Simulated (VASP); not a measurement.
# Cd2Se (Fm-3m) in VASP: single point with PBE

Aim: the single point of Cd2Se with PBE.

Everything below comes from runs of VASP 6.6.1. Logs are shortened: lines on timing, memory, paths and dates and some standing lists are left out, and cuts for length are marked.

## 1. The cell of the first run

The structure is cubic, space group Fm-3m (No. 225). Conventional cell: a = 6.918 Å, b = 6.918 Å, c = 6.918 Å, α = 90.00°, β = 90.00°, γ = 90.00°. Within 3.9 Å of Cd (site symmetry -43m) lie 4 Se at 3.00 Å and 6 Cd at 3.46 Å. Se (site symmetry m-3m) has 8 Cd at 3.00 Å within 3.9 Å.

## 2. Single point, PBE

Input file INCAR:

```
SYSTEM = Cd2Se
PREC     = Accurate       ! precision mode
ENCUT    = 520            ! plane-wave cutoff, eV
EDIFF    = 1E-6           ! SCF threshold, eV
ISMEAR   = 0              ! smearing method
SIGMA    = 0.1            ! smearing width, eV
LREAL    = .False.        ! projectors in reciprocal space
LASPH    = .True.         ! aspherical terms in the spheres
NELM     = 80             ! most SCF steps
ALGO     = Normal         ! electronic algorithm
ISIF     = 2              ! what is computed and relaxed
LWAVE    = .False.        ! write WAVECAR
LCHARG   = .False.        ! write CHGCAR
GGA      = PE             ! functional
NBANDS   = 22             ! bands
```

Input file KPOINTS:

```
Automatic mesh
0
Gamma
  12 12 12
  0 0 0
```

Input file POSCAR:

```
Cd2Se
1.0
    0.0000000000      3.4591742137      3.4591742137
    3.4591742137      0.0000000000      3.4591742137
    3.4591742137      3.4591742137      0.0000000000
Cd Se
2 1
Direct
    0.2500000000      0.2500000000      0.2500000000
    0.7500000000      0.7500000000      0.7500000000
    0.0000000000      0.0000000000      0.0000000000
```

Potentials or basis: VASP PAW PBE potentials, release 64 (Cd, Se).

Started as:

```console
$ cat potpaw_PBE.64/Cd/POTCAR potpaw_PBE.64/Se/POTCAR > POTCAR
$ mpirun -np 1 vasp_std > vasp.out
```

OUTCAR:

```text
SYSTEM = Cd2Se
   PREC = Accurate
   ENCUT = 520
   EDIFF = 1E-6
   ISMEAR = 0
   LREAL = .False.
   LASPH = .True.
   NELM = 80
   ISIF = 2
   GGA = PE

 ion  position               nearest neighbor table
   1  0.250  0.250  0.250-   3 3.00   3 3.00   3 3.00   3 3.00   2 3.46   2 3.46   2 3.46   2 3.46
                             2 3.46   2 3.46
   2  0.750  0.750  0.750-   3 3.00   3 3.00   3 3.00   3 3.00   1 3.46   1 3.46   1 3.46   1 3.46
                             1 3.46   1 3.46
   3  0.000  0.000  0.000-   1 3.00   2 3.00   2 3.00   2 3.00   2 3.00   1 3.00   1 3.00   1 3.00

  LATTYP: Found a face centered cubic cell.
 ALAT       =     6.9183484274

  Lattice vectors:

 A1 = (   0.0000000000,   3.4591742137,   3.4591742137)
 A2 = (   3.4591742137,   0.0000000000,   3.4591742137)
 A3 = (   3.4591742137,   3.4591742137,   0.0000000000)

Analysis of symmetry for initial positions (statically):
=====================================================================
 Subroutine PRICEL returns:
 Original cell was already a primitive cell.

 Routine SETGRP: Setting up the symmetry group for a
 face centered cubic supercell.

 Subroutine GETGRP returns: Found 48 space group operations
 (whereof 48 operations were pure point group operations)
 out of a pool of 48 trial point group operations.

The static configuration has the point symmetry O_h .

Analysis of symmetry for dynamics (positions and initial velocities):
=====================================================================
 Subroutine PRICEL returns:
 Original cell was already a primitive cell.

 Routine SETGRP: Setting up the symmetry group for a
 face centered cubic supercell.

 Subroutine GETGRP returns: Found 48 space group operations
 (whereof 48 operations were pure point group operations)
 out of a pool of 48 trial point group operations.

The dynamic configuration has the point symmetry O_h .

 Subroutine INISYM returns: Found 48 space group operations
 (whereof 48 operations are pure point group operations),
 and found     1 'primitive' translations

----------------------------------------------------------------------------------------

                                     Primitive cell

  volume of cell :      82.7842

  direct lattice vectors                    reciprocal lattice vectors
[... 81 lines left out ...]
   ISTART =      0    job   : 0-new  1-cont  2-samecut
   ICHARG =      2    charge: 1-file 2-atom 10-const
   ISPIN  =      1    spin polarized calculation?
   LNONCOLLINEAR =      F non collinear calculations
   LSORBIT =      F    spin-orbit coupling
   LASPH  =      T    aspherical Exc in radial PAW
   ENCUT  =  520.0 eV  38.22 Ry    6.18 a.u.   9.10  9.10  9.10*2*pi/ulx,y,z
   NELM   =     80;   NELMIN=  2; NELMDL= -5     # of ELM steps
   EDIFF  = 0.1E-05   stopping-criterion for ELM
   LREAL  =      F    real-space projection
   EDIFFG = 0.1E-04   stopping-criterion for IOM
   NSW    =      0    number of steps for IOM
   IBRION =     -1    ionic relax: 0-MD 1-quasi-New 2-CG
   NFREE  =      0    steps in history (QN), initial steepest desc. (CG)
   ISIF   =      2    stress and relaxation
   ISYM   =      2    0-nonsym 1-usesym 2-fastsym
   POTIM  = 0.5000    time-step for ionic-motion
   TEBEG  =    0.0;   TEEND  =   0.0 temperature during run
   PSTRESS=    0.0 pullay stress
   NELECT =      30.0000    total number of electrons
   NUPDOWN=      -1.0000    fix difference up-down
   EMIN   =  10.00;   EMAX   =-10.00  energy-range for DOS
   EFERMI =   0.00;   METHOD = LEGACY
   ISMEAR =     0;   SIGMA  =   0.10  broadening in eV -4-tet -1-fermi 0-gaus
   EFERMI_NEDOS =   21; number of points for ismear=-14 and -15
   IALGO  =     38    algorithm
   IMIX   =      4    mixing-type and parameters
     AMIX     =   0.40;   BMIX     =  1.00
     AMIX_MAG =   1.60;   BMIX_MAG =  1.00
  volume/ion in A,a.u.               =      27.59       186.22
  Fermi-wavevector in a.u.,A,eV,Ry     =   1.167167  2.205625 18.534913  1.362278
  Thomas-Fermi vector in A             =   2.303670
   LORBIT       =      0    0 simple, 1 ext, 2 COOP (PROOUT), +10 PAW based schemes
   GGA     = PE    functional components
   LHFCALC =     F    Hartree Fock is set to
   AEXX    =    0.0000 exact exchange contribution
   IVDW    =     0    specifies the selected vdW correction
   LEPSILON=     F    determine dielectric tensor
   LRPA    =     F    only Hartree local field effects (RPA)
 non-spin polarized calculation
 Gauss-broadening in eV      SIGMA  =   0.10
  energy-cutoff  :      520.00
  volume of cell :       82.78
 maximum number of plane-waves:      2252
   NGX = 19   NGY = 19   NGZ = 19

 number of electron      30.0000017 magnetization

 Free energy of the ion-electron system (eV)
  ---------------------------------------------------
  ext. energy  EPLUGINS =         0.00000000
  ---------------------------------------------------
  free energy    TOTEN  =        -5.14316949 eV

  energy without entropy =       -5.13700693  energy(sigma->0) =       -5.14008821

 E-fermi :   2.2523     XC(G=0):  -9.3492

 val. band max:        2.2339761159   @ k =  -0.3333   0.5000   0.1667
 cond. band min:       2.2529628058   @ k =   0.4167   0.3333   0.0000
 fundamental gap:      0.0189866899
 Fermi energy:         2.2523427753

 k-point     1 :       0.0000    0.0000    0.0000
  band No.  band energies     occupation
      1     -11.4981      2.00000
      2      -6.8462      2.00000
      3      -6.8462      2.00000
      4      -6.8462      2.00000
      5      -6.8237      2.00000
      6      -6.8237      2.00000
[... 589 lines left out ...]
     21       8.0557      0.00000
     22      10.2124      0.00000

 [... further k-points ...]
[... 5 lines left out ...]
  --------------------------------------------------------------------------------------
  -------------------------------------------------------------------------------------
  Total        0.0936711      0.0936711      0.0936711     -0.0000000      0.0000000     -0.0000000
  in kB        1.8128799      1.8128799      1.8128799     -0.0000000      0.0000000     -0.0000000
  external PRESSURE =       1.8128799 kB  Pullay stress =       0.0000000 kB

 VOLUME and BASIS-vectors are now :
 -----------------------------------------------------------------------------
  energy-cutoff  :      520.00
  volume of cell :       82.78
      direct lattice vectors                 reciprocal lattice vectors
     0.000000000  3.459174214  3.459174214    -0.144543168  0.144543168  0.144543168
     3.459174214  0.000000000  3.459174214     0.144543168 -0.144543168  0.144543168
     3.459174214  3.459174214  0.000000000     0.144543168  0.144543168 -0.144543168

 POSITION                                       TOTAL-FORCE (eV/Angst)
 -----------------------------------------------------------------------------------
      1.72959      1.72959      1.72959        -0.000000     -0.000000      0.000000
      5.18876      5.18876      5.18876         0.000000      0.000000     -0.000000
      0.00000      0.00000      0.00000         0.000000      0.000000     -0.000000
 -----------------------------------------------------------------------------------
    total drift:                                0.000000      0.000000      0.000000

  FREE ENERGIE OF THE ION-ELECTRON SYSTEM (eV)
  ---------------------------------------------------
  free  energy   TOTEN  =        -5.1431694944 eV

  energy  without entropy=       -5.1370069350  energy(sigma->0) =       -5.14008821
```

It took 2.6 min on 1 thread of AMD EPYC 7R43 (Zen 3), shared host; peak memory 0.24 GiB.

Results:

```yaml
Free_energy: -5.1432 eV
Pressure: 0.2 GPa
Band_gap_on_the_k_mesh: zero (band 15 reaches 3.16 eV, above the bottom of band 16 at 1.73 eV)
```
